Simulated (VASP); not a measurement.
# Ni2H (P-3m1) in VASP: vibrations by perturbation theory with LDA

Aim: the vibrations by perturbation theory of Ni2H with LDA.

Program: VASP 6.6.1. These are calculated values, not measurements. Logs are shortened: lines on timing, memory, paths and dates and some standing lists are left out, and cuts for length are marked.

### Step 1. The cell of the first run

It takes space group P-3m1 (No. 164, trigonal). Conventional cell: a = 2.459 Å, b = 2.459 Å, c = 4.068 Å, α = 90.00°, β = 90.00°, γ = 120.00°. Within 2.6 Å of Ni (site symmetry 3m) lie 3 H at 1.77 Å and 12 Ni at 2.42 to 2.55 Å. Within 2.5 Å of H (site symmetry -3m) lie 6 Ni at 1.77 Å and 6 H at 2.46 Å.

### Step 2. Vibrations by perturbation theory, LDA

INCAR reads:

```
ALGO = Normal
EDIFF = 1E-8
ENCUT = 520
IBRION = 8
ISIF = 2
ISMEAR = -1
LASPH = True
LCHARG = False
LREAL = False
LWAVE = False
NBANDS = 18
NELM = 60
NSW = 1
PREC = Accurate
SIGMA = 0.15
```

KPOINTS reads:

```
k-points
0
Gamma
  18 18 10
```

POSCAR reads:

```
Ni2H
1.0
    2.4594673702      0.0000000000      0.0000000000
   -1.2297336851      2.1299612224      0.0000000000
    0.0000000000      0.0000000000      4.0678561874
Ni H
2 1
Direct
    0.6666666667      0.3333333333      0.7681801702
    0.3333333333      0.6666666667      0.2878198298
    0.0000000000      0.0000000000      0.0280000000
```

Potentials or basis: VASP PAW LDA potentials, release 64 (Ni, H).

The run is started by

```
$ cat potpaw_LDA.64/Ni/POTCAR potpaw_LDA.64/H/POTCAR > POTCAR
$ mpirun -np 1 vasp_std > vasp.out
```

OUTCAR:

```text
EDIFF = 1E-8
   ENCUT = 520
   IBRION = 8
   ISIF = 2
   ISMEAR = -1
   LASPH = True
   LREAL = False
   NELM = 60
   NSW = 1
   PREC = Accurate

 ion  position               nearest neighbor table
   1  0.667  0.333  0.768-   3 1.77   3 1.77   3 1.77   2 2.42   2 2.42   2 2.42   2 2.55   2 2.55
                             2 2.55
   2  0.333  0.667  0.288-   3 1.77   3 1.77   3 1.77   1 2.42   1 2.42   1 2.42   1 2.55   1 2.55
                             1 2.55
   3  0.000  0.000  0.028-   1 1.77   2 1.77   1 1.77   2 1.77   1 1.77   2 1.77

  LATTYP: Found a hexagonal cell.
 ALAT       =     2.4594673702
 C/A-ratio  =     1.6539581849

  Lattice vectors:

 A1 = (   2.4594673702,   0.0000000000,   0.0000000000)
 A2 = (  -1.2297336851,   2.1299612224,   0.0000000000)
 A3 = (   0.0000000000,   0.0000000000,   4.0678561874)

Analysis of symmetry for initial positions (statically):
=====================================================================
 Subroutine PRICEL returns:
 Original cell was already a primitive cell.

 Routine SETGRP: Setting up the symmetry group for a
 hexagonal supercell.

 Subroutine GETGRP returns: Found 12 space group operations
 (whereof  6 operations were pure point group operations)
 out of a pool of 24 trial point group operations.

The static configuration has the point symmetry C_3v.
 The point group associated with its full space group is D_3d.

Analysis of symmetry for dynamics (positions and initial velocities):
=====================================================================
 Subroutine PRICEL returns:
 Original cell was already a primitive cell.

 Routine SETGRP: Setting up the symmetry group for a
 hexagonal supercell.

 Subroutine GETGRP returns: Found 12 space group operations
 (whereof  6 operations were pure point group operations)
 out of a pool of 24 trial point group operations.

The dynamic configuration has the point symmetry C_3v.
 The point group associated with its full space group is D_3d.

 Subroutine INISYM returns: Found 12 space group operations
 (whereof  6 operations are pure point group operations),
 and found     1 'primitive' translations

----------------------------------------------------------------------------------------

                                     Primitive cell

  volume of cell :      21.3097

  direct lattice vectors                    reciprocal lattice vectors
     2.459467370  0.000000000  0.000000000     0.406592099  0.234746058  0.000000000
    -1.229733685  2.129961222  0.000000000     0.000000000  0.469492115  0.000000000
     0.000000000  0.000000000  4.067856187     0.000000000  0.000000000  0.245829733

  length of vectors
     2.459467370  2.459467370  4.067856187     0.469492115  0.469492115  0.245829733

  position of ions in fractional coordinates (direct lattice)
     0.666666667  0.333333333  0.768180170
     0.333333333  0.666666667  0.287819830
     0.000000000  0.000000000  0.028000000

  ion indices of the primitive-cell ions
   primitive index   ion index
                 1           1
                 2           2
                 3           3

----------------------------------------------------------------------------------------

 KPOINTS: k-points

Automatic generation of k-mesh.
 Grid dimensions read from file:
 generate k-points for:   18   18   10

 Generating k-lattice:

  Cartesian coordinates                     Fractional coordinates (reciprocal lattice)
     0.022588450  0.013041448  0.000000000     0.055555556  0.000000000  0.000000000
     0.000000000  0.026082895  0.000000000     0.000000000  0.055555556  0.000000000
     0.000000000  0.000000000  0.024582973     0.000000000  0.000000000  0.100000000

  Length of vectors
     0.026082895  0.026082895  0.024582973

  Shift w.r.t. Gamma in fractional coordinates (k-lattice)
     0.000000000  0.000000000  0.000000000

 Subroutine IBZKPT returns following result:
 ===========================================

 Found    330 irreducible k-points:

[... 38 lines left out ...]
   ICHARG =      2    charge: 1-file 2-atom 10-const
   ISPIN  =      1    spin polarized calculation?
   LNONCOLLINEAR =      F non collinear calculations
   LSORBIT =      F    spin-orbit coupling
   LASPH  =      T    aspherical Exc in radial PAW
   ENCUT  =  520.0 eV  38.22 Ry    6.18 a.u.   4.57  4.57  7.56*2*pi/ulx,y,z
   NELM   =     60;   NELMIN=  2; NELMDL= -5     # of ELM steps
   EDIFF  = 0.1E-07   stopping-criterion for ELM
   LREAL  =      F    real-space projection
   EDIFFG = 0.1E-06   stopping-criterion for IOM
   NSW    =      1    number of steps for IOM
   IBRION =      8    ionic relax: 0-MD 1-quasi-New 2-CG
   NFREE  =      0    steps in history (QN), initial steepest desc. (CG)
   ISIF   =      2    stress and relaxation
   ISYM   =      2    0-nonsym 1-usesym 2-fastsym
   POTIM  = 0.5000    time-step for ionic-motion
   TEBEG  =    0.0;   TEEND  =   0.0 temperature during run
   PSTRESS=    0.0 pullay stress
   NELECT =      21.0000    total number of electrons
   NUPDOWN=      -1.0000    fix difference up-down
   EMIN   =  10.00;   EMAX   =-10.00  energy-range for DOS
   EFERMI =   0.00;   METHOD = LEGACY
   ISMEAR =    -1;   SIGMA  =   0.15  broadening in eV -4-tet -1-fermi 0-gaus
   EFERMI_NEDOS =   21; number of points for ismear=-14 and -15
   IALGO  =     38    algorithm
   IMIX   =      4    mixing-type and parameters
     AMIX     =   0.40;   BMIX     =  1.00
     AMIX_MAG =   1.60;   BMIX_MAG =  1.00
  volume/ion in A,a.u.               =       7.10        47.94
  Fermi-wavevector in a.u.,A,eV,Ry     =   1.629128  3.078605 36.110641  2.654057
  Thomas-Fermi vector in A             =   2.721645
   LORBIT       =      0    0 simple, 1 ext, 2 COOP (PROOUT), +10 PAW based schemes
   GGA     = CA    functional components
   LHFCALC =     F    Hartree Fock is set to
   AEXX    =    0.0000 exact exchange contribution
   IVDW    =     0    specifies the selected vdW correction
   LEPSILON=     F    determine dielectric tensor
   LRPA    =     F    only Hartree local field effects (RPA)
 non-spin polarized calculation
  energy-cutoff  :      520.00
  volume of cell :       21.31
 maximum number of plane-waves:       592
   NGX =  9   NGY =  9   NGZ = 15

--------------------------------------- Ionic step        1  -------------------------------------------

 number of electron      20.9999994 magnetization

 Free energy of the ion-electron system (eV)
  ---------------------------------------------------
  ext. energy  EPLUGINS =         0.00000000
  ---------------------------------------------------
  free energy    TOTEN  =       -17.01069282 eV

  energy without entropy =      -16.79055101  energy(sigma->0) =      -16.90062192

 E-fermi :  10.3985     XC(G=0): -14.1550

 val. band max:       10.3822977119   @ k =   0.1111   0.0556   0.3000
 cond. band min:      10.4000093502   @ k =   0.3333   0.0000   0.5000
 fundamental gap:      0.0177116383
 Fermi energy:        10.3985386651

 k-point     1 :       0.0000    0.0000    0.0000
  band No.  band energies     occupation
      1      -1.7116      2.00000
      2       5.1472      2.00000
      3       7.1541      2.00000
      4       8.1469      2.00000
      5       8.1469      2.00000
      6       8.1877      2.00000
[... 481 lines left out ...]
      5       7.8575      2.00000
      6       8.0103      2.00000
[... 10 lines left out ...]
     17      24.4844      0.00000
     18      28.6711      0.00000

 [... further k-points ...]
[... 5 lines left out ...]
  --------------------------------------------------------------------------------------
  -------------------------------------------------------------------------------------
  Total        1.3489716      1.3489716      1.3231942     -0.0000000      0.0000000      0.0000000
  in kB      101.4226729    101.4226729     99.4845935     -0.0000000      0.0000000      0.0000000
  external PRESSURE =     100.7766464 kB  Pullay stress =       0.0000000 kB

 VOLUME and BASIS-vectors are now :
 -----------------------------------------------------------------------------
  energy-cutoff  :      520.00
  volume of cell :       21.31
      direct lattice vectors                 reciprocal lattice vectors
     2.459467370  0.000000000  0.000000000     0.406592099  0.234746058  0.000000000
    -1.229733685  2.129961222  0.000000000     0.000000000  0.469492115  0.000000000
     0.000000000  0.000000000  4.067856187     0.000000000  0.000000000  0.245829733

 POSITION                                       TOTAL-FORCE (eV/Angst)
 -----------------------------------------------------------------------------------
      1.22973      0.70999      3.12485         0.000000     -0.000000     -0.020076
     -0.00000      1.41997      1.17081        -0.000000      0.000000      0.020076
      0.00000      0.00000      0.11390         0.000000      0.000000      0.000000
 -----------------------------------------------------------------------------------
    total drift:                               -0.000000     -0.000000     -0.000034

  FREE ENERGIE OF THE ION-ELECTRON SYSTEM (eV)
  ---------------------------------------------------
  free  energy   TOTEN  =       -17.0106928246 eV

  energy  without entropy=      -16.7905510068  energy(sigma->0) =      -16.90062192

[... ionic steps 2 to 9 ...]

--------------------------------------- Ionic step       10  -------------------------------------------

------------------------ aborting loop because EDIFF is reached ----------------------------------------

[... ionic steps 11 to 11 ...]

--------------------------------------- Ionic step       12  -------------------------------------------

 Free energy of the ion-electron system (eV)
  ---------------------------------------------------
  ---------------------------------------------------
  free energy    TOTEN  =        -0.01614090 eV

  energy without entropy =       -0.01614092

------------------------ aborting loop because EDIFF is reached ----------------------------------------

 INTERNAL STRAIN TENSOR  FOR ION    3  DIRECTION 3   (eV/Angst):
 -----------------------------------------------------------------------------
     0.00233  0.00000  0.00000
     0.00000  0.00233  0.00000
     0.00000  0.00000 -0.01347

 INTERNAL STRAIN TENSOR FOR ION    3 for displacements in x,y,z  (eV/Angst):
          X           Y           Z          XY          YZ          ZX
  --------------------------------------------------------------------------------
  x     0.00000     0.00000     0.00000     0.00000    -0.00000     0.00000
  y     0.00000     0.00000     0.00000    -0.00000     0.00000     0.00000
  z     0.00000     0.00000     0.00000     0.00000     0.00000     0.00000

 SECOND DERIVATIVES (NOT SYMMETRIZED)
 ------------------------------------
               1X          1Y          1Z          2X          2Y          2Z          3X          3Y          3Z
  1X    -3.185039    0.000000    0.000000    1.810220    0.000000    0.000000    1.374819   -0.000000    0.000000
  1Y     0.000000   -3.185039    0.000000    0.000000    1.810220    0.000000    0.000000    1.374819    0.000000
  1Z     0.000000    0.000000  -12.594036    0.000000    0.000000   11.109339    0.000000    0.000000    1.484697
  2X     1.810220    0.000000    0.000000   -3.185039    0.000000    0.000000    1.374819   -0.000000    0.000000
  2Y     0.000000    1.810220    0.000000    0.000000   -3.185039    0.000000    0.000000    1.374819    0.000000
  2Z     0.000000    0.000000   11.109339    0.000000    0.000000  -12.594036    0.000000    0.000000    1.484697
  3X     1.371054    0.000000    0.000000    1.371054    0.000000    0.000000   -2.742107    0.000000    0.000000
  3Y     0.000000    1.371054    0.000000    0.000000    1.371054    0.000000    0.000000   -2.742107    0.000000
  3Z     0.000000   -0.000000    1.472229    0.000000   -0.000000    1.472229    0.000000   -0.000000   -2.944458

 Eigenvectors and eigenvalues of the dynamical matrix
 ----------------------------------------------------

   1 f  =   26.940837 THz   169.274270 2PiTHz  898.649586 cm-1   111.418298 meV
             X         Y         Z           dx          dy          dz
      1.229734  0.709987  3.124846    -0.000000   -0.000000   -0.065263
     -0.000000  1.419974  1.170810    -0.000000   -0.000000   -0.065263
      0.000000  0.000000  0.113900     0.000000    0.000000    0.995732
[... 43 lines left out ...]
   9 f/i=    0.010440 THz     0.065595 2PiTHz    0.348236 cm-1     0.043176 meV
             X         Y         Z           dx          dy          dz
      1.229734  0.709987  3.124846     0.000000   -0.000000   -0.704089
     -0.000000  1.419974  1.170810     0.000000   -0.000000   -0.704089
      0.000000  0.000000  0.113900     0.000000   -0.000000   -0.092295

--------------------------------------------------------------------------------------------------------

 ELASTIC MODULI CONTR FROM IONIC RELAXATION (kBar)
 Direction    XX          YY          ZZ          XY          YZ          ZX
 --------------------------------------------------------------------------------
 XX         -92.6072     35.0958     28.1193     -0.0000    -20.4379     -0.0000
 YY          35.0958    -92.6072     28.1193      0.0000     20.4379      0.0000
 ZZ          28.1193     28.1193    -27.4970     -0.0000     -0.0000     -0.0000
 XY          -0.0000      0.0000     -0.0000    -63.8515     -0.0000    -13.3868
 YZ         -20.4379     20.4379     -0.0000     -0.0000     -6.5419     -0.0000
 ZX          -0.0000      0.0000     -0.0000    -13.3868     -0.0000     -2.8066
 --------------------------------------------------------------------------------
```

Run time: 31 min. Hardware: 1 thread of Intel Xeon 8259CL, shared host; peak memory 1.2 GiB.

What came out:

- Highest phonon frequency at Γ: 899 cm⁻¹

Phonon frequencies in cm⁻¹ (negative: imaginary):
```tsv
q point	frequencies
(0.000, 0.000, 0.000)	0 0 0 152 152 331 867 867 899
```

Caveat: the cell stands under pressure or tension, which shifts response properties. Spin polarisation is off, so any magnetic state and its effect on volume and gap are missing.
